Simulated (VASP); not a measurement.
# MgO (Fm-3m) in VASP: further runs

The runs below take MgO through single point, with r2SCAN.

All numbers are computed with VASP 6.6.1; they aren't measurements. Logs are shortened: lines on timing, memory, paths and dates and some standing lists are left out, and cuts for length are marked.

**What was measured.**

“Electronic structure of alkaline earth and post-transition metal oxides”, 2009, arxiv:0908.1581 quotes, for a bulk crystal of MgO: band gap 7.83 eV.

The results are compared with them further down.

**1. The cell of the first run**

The structure is cubic, space group Fm-3m (No. 225). Conventional cell: a = 4.200 Å, b = 4.200 Å, c = 4.200 Å, α = 90.00°, β = 90.00°, γ = 90.00°. Within 2.8 Å of Mg (site symmetry m-3m) lie 6 O at 2.10 Å. Within 2.8 Å of O (site symmetry m-3m) lie 6 Mg at 2.10 Å.

**2. Single point, r2SCAN**

Input file POSCAR:

```
MgO
1.0
    0.0000000000      2.1000000000      2.1000000000
    2.1000000000      0.0000000000      2.1000000000
    2.1000000000      2.1000000000      0.0000000000
Mg O
1 1
Direct
    0.0000000000      0.0000000000      0.0000000000
    0.5000000000      0.5000000000      0.5000000000
```

Input file INCAR.step1:

```
SYSTEM = MgO
PREC = Accurate
ENCUT = 750
ISMEAR = -1
SIGMA = 0.05
LREAL = .FALSE.
LASPH = .TRUE.
NELM = 120
NBANDS = 15
GGA = PE
ALGO = Normal
EDIFF = 1E-5
LWAVE = .TRUE.
LCHARG = .FALSE.
GGA_COMPAT = .FALSE.
```

Input file INCAR.step2:

```
SYSTEM = MgO
PREC = Accurate
ENCUT = 750
EDIFF = 1E-6
ISMEAR = -1
SIGMA = 0.05
LREAL = .FALSE.
LASPH = .TRUE.
NELM = 120
ALGO = Normal
ISIF = 2
LWAVE = .FALSE.
LCHARG = .FALSE.
METAGGA = R2SCAN
LMIXTAU = .TRUE.
NBANDS = 15
ISTART = 1
GGA_COMPAT = .FALSE.
```

Input file KPOINTS:

```
Automatic mesh
0
G
  9 9 9
  0 0 0
```

Potentials or basis: VASP PAW PBE potentials, release 64 (Mg_sv, O).

Launch:

```console
$ cat potpaw_PBE.64/Mg_sv/POTCAR potpaw_PBE.64/O/POTCAR > POTCAR
$ cp INCAR.step1 INCAR
$ mpirun -np 1 vasp_std > vasp.out
$ cp INCAR.step2 INCAR
$ mpirun -np 1 vasp_std > vasp.out
```

OUTCAR:

```text
SYSTEM = MgO
   PREC = Accurate
   ENCUT = 750
   EDIFF = 1E-6
   ISMEAR = -1
   LREAL = .FALSE.
   LASPH = .TRUE.
   NELM = 120
   ISIF = 2
   METAGGA = R2SCAN
   ISTART = 1

 ion  position               nearest neighbor table
   1  0.000  0.000  0.000-   2 2.10   2 2.10   2 2.10   2 2.10   2 2.10   2 2.10
   2  0.500  0.500  0.500-   1 2.10   1 2.10   1 2.10   1 2.10   1 2.10   1 2.10

  LATTYP: Found a face centered cubic cell.
 ALAT       =     4.2000000000

  Lattice vectors:

 A1 = (   0.0000000000,   2.1000000000,   2.1000000000)
 A2 = (   2.1000000000,   0.0000000000,   2.1000000000)
 A3 = (   2.1000000000,   2.1000000000,   0.0000000000)

Analysis of symmetry for initial positions (statically):
=====================================================================
 Subroutine PRICEL returns:
 Original cell was already a primitive cell.

 Routine SETGRP: Setting up the symmetry group for a
 face centered cubic supercell.

 Subroutine GETGRP returns: Found 48 space group operations
 (whereof 48 operations were pure point group operations)
 out of a pool of 48 trial point group operations.

The static configuration has the point symmetry O_h .

Analysis of symmetry for dynamics (positions and initial velocities):
=====================================================================
 Subroutine PRICEL returns:
 Original cell was already a primitive cell.

 Routine SETGRP: Setting up the symmetry group for a
 face centered cubic supercell.

 Subroutine GETGRP returns: Found 48 space group operations
 (whereof 48 operations were pure point group operations)
 out of a pool of 48 trial point group operations.

The dynamic configuration has the point symmetry O_h .

 Subroutine INISYM returns: Found 48 space group operations
 (whereof 48 operations are pure point group operations),
 and found     1 'primitive' translations

----------------------------------------------------------------------------------------

                                     Primitive cell

  volume of cell :      18.5220

  direct lattice vectors                    reciprocal lattice vectors
     0.000000000  2.100000000  2.100000000    -0.238095238  0.238095238  0.238095238
     2.100000000  0.000000000  2.100000000     0.238095238 -0.238095238  0.238095238
     2.100000000  2.100000000  0.000000000     0.238095238  0.238095238 -0.238095238

  length of vectors
     2.969848481  2.969848481  2.969848481     0.412393049  0.412393049  0.412393049

  position of ions in fractional coordinates (direct lattice)
     0.000000000  0.000000000  0.000000000
     0.500000000  0.500000000  0.500000000

  ion indices of the primitive-cell ions
   primitive index   ion index
                 1           1
                 2           2

----------------------------------------------------------------------------------------

 KPOINTS: Automatic mesh

Automatic generation of k-mesh.
 Grid dimensions read from file:
 generate k-points for:    9    9    9

 Generating k-lattice:

  Cartesian coordinates                     Fractional coordinates (reciprocal lattice)
    -0.026455026  0.026455026  0.026455026     0.111111111  0.000000000  0.000000000
     0.026455026 -0.026455026  0.026455026     0.000000000  0.111111111  0.000000000
     0.026455026  0.026455026 -0.026455026     0.000000000  0.000000000  0.111111111

  Length of vectors
     0.045821450  0.045821450  0.045821450

  Shift w.r.t. Gamma in fractional coordinates (k-lattice)
     0.000000000  0.000000000  0.000000000

 Subroutine IBZKPT returns following result:
 ===========================================

 Found     35 irreducible k-points:

 Following reciprocal coordinates:
            Coordinates               Weight
  0.000000  0.000000  0.000000      1.000000
  0.111111  0.000000  0.000000      8.000000
  0.222222  0.000000  0.000000      8.000000
  0.333333  0.000000  0.000000      8.000000
  0.444444  0.000000  0.000000      8.000000
  0.111111  0.111111  0.000000      6.000000
[... 16 lines left out ...]
 -0.333333  0.333333  0.000000     12.000000
  0.444444  0.444444  0.000000      6.000000
 [... further k-points ...]
   k-points           NKPTS =     35   k-points in BZ     NKDIM =     35   number of bands    NBANDS=     15
   number of dos      NEDOS =    301   number of ions     NIONS =      2
   total plane-waves  NPLWV =  21952
   dimension x,y,z NGX =    28 NGY =   28 NGZ =   28
   dimension x,y,z NGXF=    56 NGYF=   56 NGZF=   56
   ions per type =               1   1
   NGX,Y,Z   is equivalent  to a cutoff of  15.67, 15.67, 15.67 a.u.
   NGXF,Y,Z  is equivalent  to a cutoff of  31.35, 31.35, 31.35 a.u.
 SYSTEM =  MgO
   PREC   = accura    normal or accurate (medium, high low for compatibility)
   ISTART =      1    job   : 0-new  1-cont  2-samecut
   ICHARG =      0    charge: 1-file 2-atom 10-const
   ISPIN  =      1    spin polarized calculation?
   LNONCOLLINEAR =      F non collinear calculations
   LSORBIT =      F    spin-orbit coupling
   LASPH  =      T    aspherical Exc in radial PAW
   ENCUT  =  750.0 eV  55.12 Ry    7.42 a.u.   6.63  6.63  6.63*2*pi/ulx,y,z
   NELM   =    120;   NELMIN=  2; NELMDL=  0     # of ELM steps
   EDIFF  = 0.1E-05   stopping-criterion for ELM
   LREAL  =      F    real-space projection
   EDIFFG = 0.1E-04   stopping-criterion for IOM
   NSW    =      0    number of steps for IOM
   IBRION =     -1    ionic relax: 0-MD 1-quasi-New 2-CG
   NFREE  =      0    steps in history (QN), initial steepest desc. (CG)
   ISIF   =      2    stress and relaxation
   ISYM   =      2    0-nonsym 1-usesym 2-fastsym
   POTIM  = 0.5000    time-step for ionic-motion
   TEBEG  =    0.0;   TEEND  =   0.0 temperature during run
   PSTRESS=    0.0 pullay stress
   NELECT =      16.0000    total number of electrons
   NUPDOWN=      -1.0000    fix difference up-down
   EMIN   =  10.00;   EMAX   =-10.00  energy-range for DOS
   EFERMI =   0.00;   METHOD = LEGACY
   ISMEAR =    -1;   SIGMA  =   0.05  broadening in eV -4-tet -1-fermi 0-gaus
   EFERMI_NEDOS =   21; number of points for ismear=-14 and -15
   IALGO  =     38    algorithm
   IMIX   =      4    mixing-type and parameters
     AMIX     =   0.40;   BMIX     =  1.00
     AMIX_MAG =   1.60;   BMIX_MAG =  1.00
  volume/ion in A,a.u.               =       9.26        62.50
  Fermi-wavevector in a.u.,A,eV,Ry     =   1.559142  2.946350 33.074705  2.430922
  Thomas-Fermi vector in A             =   2.662543
   LORBIT       =      0    0 simple, 1 ext, 2 COOP (PROOUT), +10 PAW based schemes
   METAGGA = R2SCAN    functional components
   LHFCALC =     F    Hartree Fock is set to
   AEXX    =    0.0000 exact exchange contribution
   IVDW    =     0    specifies the selected vdW correction
   LEPSILON=     F    determine dielectric tensor
   LRPA    =     F    only Hartree local field effects (RPA)
 non-spin polarized calculation
  energy-cutoff  :      750.00
  volume of cell :       18.52
 maximum number of plane-waves:       889
   NGX = 13   NGY = 13   NGZ = 13

 number of electron      15.9999994 magnetization

 Free energy of the ion-electron system (eV)
  ---------------------------------------------------
  ext. energy  EPLUGINS =         0.00000000
  ---------------------------------------------------
  free energy    TOTEN  =       -16.16236315 eV

  energy without entropy =      -16.16236315  energy(sigma->0) =      -16.16236315

 E-fermi :   3.6304     XC(G=0): -12.0883

 val. band max:        2.5677761129   @ k =   0.0000   0.0000   0.0000
 cond. band min:       8.3035794938   @ k =   0.0000   0.0000   0.0000
 fundamental gap:      5.7358033808
 Fermi energy:         3.6304211207

 k-point     1 :       0.0000    0.0000    0.0000
  band No.  band energies     occupation
      1     -72.3719      2.00000
      2     -37.4626      2.00000
      3     -37.4626      2.00000
      4     -37.4626      2.00000
      5     -15.6629      2.00000
      6       2.5678      2.00000
      7       2.5678      2.00000
      8       2.5678      2.00000
      9       8.3036      0.00000
     10      19.4799      0.00000
     11      19.4799      0.00000
     12      19.4799      0.00000
     13      23.6119      0.00000
     14      25.4520      0.00000
     15      25.4520      0.00000

 k-point     2 :       0.1111    0.0000    0.0000
  band No.  band energies     occupation
      1     -72.3710      2.00000
      2     -37.4731      2.00000
      3     -37.4637      2.00000
      4     -37.4637      2.00000
      5     -15.5299      2.00000
      6       1.8120      2.00000
      7       2.4814      2.00000
      8       2.4814      2.00000
      9       9.0386      0.00000
     10      18.0358      0.00000
     11      19.7923      0.00000
     12      19.7923      0.00000
     13      24.6655      0.00000
     14      24.6655      0.00000
     15      25.6047      0.00000

 k-point     3 :       0.2222    0.0000    0.0000
  band No.  band energies     occupation
      1     -72.3684      2.00000
      2     -37.4992      2.00000
      3     -37.4662      2.00000
      4     -37.4662      2.00000
      5     -15.1741      2.00000
      6       0.3081      2.00000
      7       2.2710      2.00000
      8       2.2710      2.00000
      9      10.3829      0.00000
     10      16.4943      0.00000
     11      20.3665      0.00000
     12      20.3665      0.00000
     13      24.0700      0.00000
     14      24.0700      0.00000
     15      26.4851      0.00000
[... 343 lines left out ...]
 k-point    23 :      -0.3333    0.3333    0.0000
  band No.  band energies     occupation
      1     -72.3614      2.00000
      2     -37.5195      2.00000
      3     -37.5143      2.00000
      4     -37.4796      2.00000
      5     -14.1616      2.00000
      6      -0.6647      2.00000
      7      -0.5142      2.00000
      8       1.5361      2.00000
      9      13.9295      0.00000
     10      15.9635      0.00000
     11      16.4777      0.00000
     12      21.8295      0.00000
     13      22.7878      0.00000
     14      27.1660      0.00000
     15      32.0041      0.00000

 k-point    24 :       0.4444    0.4444    0.0000
  band No.  band energies     occupation
      1     -72.3610      2.00000
      2     -37.5335      2.00000
      3     -37.4904      2.00000
      4     -37.4904      2.00000
      5     -14.1993      2.00000
      6      -1.4677      2.00000
      7       1.2255      2.00000
      8       1.2255      2.00000
      9      12.7278      0.00000
     10      13.7909      0.00000
     11      16.9947      0.00000
     12      23.0550      0.00000
     13      23.0550      0.00000
     14      29.7372      0.00000
     15      30.6728      0.00000

 [... further k-points ...]
[... 5 lines left out ...]
  --------------------------------------------------------------------------------------
  -------------------------------------------------------------------------------------
  Total        0.0557530      0.0557530      0.0557530      0.0000000     -0.0000000      0.0000000
  in kB        4.8227059      4.8227059      4.8227059      0.0000000     -0.0000000      0.0000000
  external PRESSURE =       4.8227059 kB  Pullay stress =       0.0000000 kB

 VOLUME and BASIS-vectors are now :
 -----------------------------------------------------------------------------
  energy-cutoff  :      750.00
  volume of cell :       18.52
      direct lattice vectors                 reciprocal lattice vectors
     0.000000000  2.100000000  2.100000000    -0.238095238  0.238095238  0.238095238
     2.100000000  0.000000000  2.100000000     0.238095238 -0.238095238  0.238095238
     2.100000000  2.100000000  0.000000000     0.238095238  0.238095238 -0.238095238

 POSITION                                       TOTAL-FORCE (eV/Angst)
 -----------------------------------------------------------------------------------
      0.00000      0.00000      0.00000        -0.000000     -0.000000     -0.000000
      2.10000      2.10000      2.10000         0.000000      0.000000      0.000000
 -----------------------------------------------------------------------------------
    total drift:                                0.000000      0.000000      0.000000

  FREE ENERGIE OF THE ION-ELECTRON SYSTEM (eV)
  ---------------------------------------------------
  free  energy   TOTEN  =       -16.1623631535 eV

  energy  without entropy=      -16.1623631535  energy(sigma->0) =      -16.16236315
```

Run time: 80 s. Hardware: 1 thread of AMD EPYC 9R14 (Zen 4), shared host; peak memory 0.14 GiB.

What came out:

* Free energy: -16.1624 eV
* Pressure: 0.5 GPa
* Band gap on the k mesh: 5.74 eV

Levels at points of the mesh, in eV from the valence-band top:
```
           k point  band 5  band 6  band 7  band 8  band 9  band 10  band 11  band 12
(0.00, 0.00, 0.00)  -18.23    0.00    0.00    0.00    5.74    16.91    16.91    16.91
```

Caveat: the PAW data sets were made with another functional, which shifts forces and pressure a little.

(Part 1 of 2 ends here.)
